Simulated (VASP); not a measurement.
# SiNi2 (P6_3/mmc) in VASP: further runs, part 2 of 2

VASP 6.6.1.

## (3) Relaxation of cell and atoms, PBE

This run uses another cell than the first one, of 11.02 Å³/atom.

Input file INCAR:

```
SYSTEM = SiNi2
PREC = Accurate ; ENCUT = 600
EDIFF = 1E-7 ; ISMEAR = 0
SIGMA = 0.1 ; LREAL = .False.
LASPH = .True. ; NELM = 120
ALGO = Normal ; ISIF = 3
LWAVE = .False. ; LCHARG = .False.
GGA = PE ; IBRION = 2
NSW = 100 ; EDIFFG = -0.01
GGA_COMPAT = .False. ; NELMIN = 4
```

Input file KPOINTS:

```
Automatic mesh
0
Gamma
  12 12 8
  0 0 0
```

Input file POSCAR:

```
SiNi2
1.0
    3.9107465603      0.0000000000      0.0000000000
   -1.9553732802      3.3868058690      0.0000000000
    0.0000000000      0.0000000000      4.9920706851
Si Ni
2 4
Direct
    0.3333333333      0.6666666667      0.7500000000
    0.6666666667      0.3333333333      0.2500000000
    0.0000000000      0.0000000000      0.0000000000
    0.0000000000      0.0000000000      0.5000000000
    0.3333333333      0.6666666667      0.2500000000
    0.6666666667      0.3333333333      0.7500000000
```

Potentials or basis: VASP PAW PBE potentials, release 64 (Si, Ni).

Started as:

```console
$ cat potpaw_PBE.64/Si/POTCAR potpaw_PBE.64/Ni/POTCAR > POTCAR
$ mpirun -np 1 vasp_std > vasp.out
```

OUTCAR:

```text
SYSTEM = SiNi2
   PREC = Accurate
   ENCUT = 600
   EDIFF = 1E-7
   ISMEAR = 0
   LREAL = .False.
   LASPH = .True.
   NELM = 120
   ISIF = 3
   GGA = PE
   IBRION = 2
   NSW = 100
   EDIFFG = -0.01
   NELMIN = 4

 ion  position               nearest neighbor table
   1  0.333  0.667  0.750-   6 2.26   6 2.26   6 2.26   5 2.50   5 2.50   3 2.58   4 2.58   4 2.58
                             3 2.58   4 2.58   3 2.58
   2  0.667  0.333  0.250-   5 2.26   5 2.26   5 2.26   6 2.50   6 2.50   3 2.58   4 2.58   3 2.58
[... 1014 lines left out ...]
  -------------------------------------------------------------------------------------
  Total       -0.0054534     -0.0054534     -0.0186600      0.0000000     -0.0000000      0.0000000
  in kB       -0.1320559     -0.1320559     -0.4518546      0.0000000     -0.0000000      0.0000000
  external PRESSURE =      -0.2386555 kB  Pullay stress =       0.0000000 kB

 VOLUME and BASIS-vectors are now :
 -----------------------------------------------------------------------------
  energy-cutoff  :      600.00
  volume of cell :       66.16
      direct lattice vectors                 reciprocal lattice vectors
     3.912899346 -0.000000000  0.000000000     0.255564969  0.147550504  0.000000000
    -1.956449673  3.388670236  0.000000000     0.000000000  0.295101007  0.000000000
    -0.000000000  0.000000000  4.989935564     0.000000000  0.000000000  0.200403389

 POSITION                                       TOTAL-FORCE (eV/Angst)
 -----------------------------------------------------------------------------------
     -0.00000      2.25911      3.74245        -0.000000      0.000000      0.000000
      1.95645      1.12956      1.24748         0.000000     -0.000000      0.000000
      1.95645      3.38867      0.00000        -0.000000     -0.000000      0.000000
      1.95645      3.38867      2.49497        -0.000000     -0.000000      0.000000
     -0.00000      2.25911      1.24748         0.000000     -0.000000      0.000000
      1.95645      1.12956      3.74245         0.000000      0.000000     -0.000000
 -----------------------------------------------------------------------------------
    total drift:                                0.000000     -0.000000     -0.000000

  FREE ENERGIE OF THE ION-ELECTRON SYSTEM (eV)
  ---------------------------------------------------
  free  energy   TOTEN  =       -35.7689951275 eV

  energy  without entropy=      -35.7508846578  energy(sigma->0) =      -35.75993989

 reached required accuracy - stopping structural energy minimisation
```

Run time: 8.4 min. Hardware: 1 thread of Intel Xeon 8259CL, shared host; peak memory 0.32 GiB.

What came out:

```
Free energy                           : -35.7690 eV
Relaxed volume                        : 11.03 Å³/atom
Relaxed cell                          : a = 3.913 Å, b = 3.913 Å, c = 4.990 Å, α = 90.00°, β = 90.00°, γ = 120.00°
Space group after relaxing (to 0.1 Å) : P6_3/mmc (No. 194)
Energy gained by relaxing             : 0.0 meV/atom
Ionic steps                           : 2
Pressure after relaxing               : 0.0 GPa
Band gap on the k mesh                : zero (bands 24 and 25 overlap by 3.20 eV)
```

Final structure:
```
CELL_PARAMETERS angstrom
3.91290 0.00000 0.00000
-1.95645 3.38867 0.00000
0.00000 0.00000 4.98994
ATOMIC_POSITIONS crystal
Si 0.33333 0.66667 0.75000
Si 0.66667 0.33333 0.25000
Ni 0.00000 0.00000 0.00000
Ni 0.00000 0.00000 0.50000
Ni 0.33333 0.66667 0.25000
Ni 0.66667 0.33333 0.75000
```

Spin polarisation is off, so any magnetic state and its effect on volume and gap are missing.

## (4) Relaxation of shape and atoms at fixed volume, PBE (9.70 Å³/atom)

This run uses another cell than the first one, of 9.70 Å³/atom.

Input file INCAR:

```
  PREC = Accurate
  ENCUT = 600
  EDIFF = 1E-7
  ISMEAR = 0
  SIGMA = 0.1
  LREAL = F
  LASPH = T
  NELM = 120
  ALGO = Normal
  ISIF = 4
  LWAVE = F
  LCHARG = F
  GGA = PE
  IBRION = 2
  NSW = 50
  EDIFFG = -0.01
  GGA_COMPAT = F
  NELMIN = 4
```

Input file KPOINTS:

```
Automatic mesh
0
Gamma
  12 12 8
```

POSCAR, as its differences from that of step 3:

```diff
@@ -2,5 +2,5 @@
 1.0
-    3.9107465603      0.0000000000      0.0000000000
-   -1.9553732802      3.3868058690      0.0000000000
-    0.0000000000      0.0000000000      4.9920706851
+    3.7625984326      0.0000000000      0.0000000000
+   -1.8812992163      3.2585058269      0.0000000000
+    0.0000000000      0.0000000000      4.7480489974
 Si Ni
```

Potentials or basis: VASP PAW PBE potentials, release 64 (Si, Ni).

Started as:

```console
$ cat potpaw_PBE.64/Si/POTCAR potpaw_PBE.64/Ni/POTCAR > POTCAR
$ mpirun -np 1 vasp_std > vasp.out
```

OUTCAR:

```text
PREC = Accurate
   ENCUT = 600
   EDIFF = 1E-7
   ISMEAR = 0
   LREAL = F
   LASPH = T
   NELM = 120
   ISIF = 4
   GGA = PE
   IBRION = 2
   NSW = 50
   EDIFFG = -0.01
   NELMIN = 4

 ion  position               nearest neighbor table
   1  0.333  0.667  0.750-   6 2.17   6 2.17   6 2.17   5 2.37   5 2.37   3 2.48   4 2.48   4 2.48
                             3 2.48   4 2.48   3 2.48
   2  0.667  0.333  0.250-   5 2.17   5 2.17   5 2.17   6 2.37   6 2.37   3 2.48   4 2.48   3 2.48
                             4 2.48   3 2.48   4 2.48
   3  0.000  0.000  0.000-   4 2.37   4 2.37   1 2.48   5 2.48   6 2.48   2 2.48   2 2.48   6 2.48
                             1 2.48   5 2.48   2 2.48   6 2.48   1 2.48   5 2.48
   4  0.000  0.000  0.500-   3 2.37   3 2.37   1 2.48   5 2.48   6 2.48   2 2.48   2 2.48   6 2.48
                             1 2.48   5 2.48   2 2.48   6 2.48   1 2.48   5 2.48
[... 289 lines left out ...]

 E-fermi :  13.0276     XC(G=0): -13.5824

 val. band max:       13.0035085627   @ k =   0.2500  -0.0000   0.3750
 cond. band min:      13.0401073547   @ k =   0.3333   0.3333   0.2500
 fundamental gap:      0.0365987920
 Fermi energy:        13.0275870919

 k-point     1 :       0.0000    0.0000    0.0000
  band No.  band energies     occupation
      1      -0.5721      2.00000
      2       4.3616      2.00000
      3       5.8838      2.00000
      4       7.2107      2.00000
      5       7.2107      2.00000
      6       8.5134      2.00000
[... 733 lines left out ...]
     27      16.0346      0.00000
     28      16.5279      0.00000

 [... further k-points ...]

------------------------ aborting loop because EDIFF is reached ----------------------------------------

  FORCE on cell =-STRESS in cart. coord.  units (eV):
  Direction    XX          YY          ZZ          XY          YZ          ZX
  --------------------------------------------------------------------------------------
  -------------------------------------------------------------------------------------
  Total       12.5564467     12.5564467     12.5562778      0.0000000      0.0000000      0.0000000
  in kB      345.5857101    345.5857102    345.5810606      0.0000000      0.0000000      0.0000000
  external PRESSURE =     345.5841603 kB  Pullay stress =       0.0000000 kB
[... 21 lines left out ...]
  FREE ENERGIE OF THE ION-ELECTRON SYSTEM (eV)
  ---------------------------------------------------
  free  energy   TOTEN  =       -35.0088599494 eV

  energy  without entropy=      -34.9931944565  energy(sigma->0) =      -35.00102720

 reached required accuracy - stopping structural energy minimisation
```

It took 4.4 min on 1 thread of Intel Xeon 6975P-C (Granite Rapids), shared host; peak memory 0.29 GiB.

Results:

```
Free energy               : -35.0089 eV
Energy gained by relaxing : 0.1 meV/atom
Ionic steps               : 3
Pressure after relaxing   : 34.6 GPa
Band gap on the k mesh    : zero (bands 24 and 25 overlap by 3.75 eV)
```

The path:
```tsv
step	energy change (eV)	largest force (eV/Å)	pressure (GPa)	volume (Å³)
1	0.0000	0.0000	34.65	58.21
2	-0.0006	0.0000	34.55	58.21
3	-0.0006	0.0000	34.56	58.21
```

Final structure:
```
Si Ni
1.0
     3.76694    0.00000    0.00000
    -1.88347    3.26227    0.00000
     0.00000    0.00000    4.73710
Si Ni
2 4
Direct
  0.33333 0.66667 0.75000
  0.66667 0.33333 0.25000
  0.00000 0.00000 0.00000
  0.00000 0.00000 0.50000
  0.33333 0.66667 0.25000
  0.66667 0.33333 0.75000
```

Levels at points of the mesh, in eV from the Fermi level:
```
           k point  band 22  band 23  band 24  band 25  band 26  band 27
(0.00, 0.00, 0.00)    -0.74     0.20     2.80     2.80     3.09     3.09
(0.50, 0.00, 0.00)    -1.40    -1.18    -0.79    -0.62     1.57     2.03
(0.00, 0.00, 0.50)    -1.45     2.65     2.65     3.53     3.53     3.53
(0.50, 0.00, 0.50)    -1.47    -1.03    -1.03     1.05     1.05     3.29
```

## (5) Overview

| task | cell | gap on the mesh (eV) | pressure (GPa) |
| --- | --- | --- | --- |
| relaxation of shape and atoms at fixed volume | relaxed from a = 3.872, b = 3.872, c = 4.941 Å, angles 90.0, 90.0, 120.0°, 6 atoms | none | 6.5 |
| relaxation of cell and atoms | relaxed from a = 3.911, b = 3.911, c = 4.992 Å, angles 90.0, 90.0, 120.0°, 6 atoms | none | 0.0 |
| relaxation of shape and atoms at fixed volume | relaxed from a = 3.763, b = 3.763, c = 4.748 Å, angles 90.0, 90.0, 120.0°, 6 atoms | none | 34.6 |

Alike in all rows: level PBE; potentials or basis VASP PAW PBE potentials, release 64 (Si, Ni); no spin polarisation; k mesh 12 × 12 × 8; cutoff (eV) 600; smearing gaussian 0.1 eV.

Absolute energies hang on the potentials; compare differences alone.
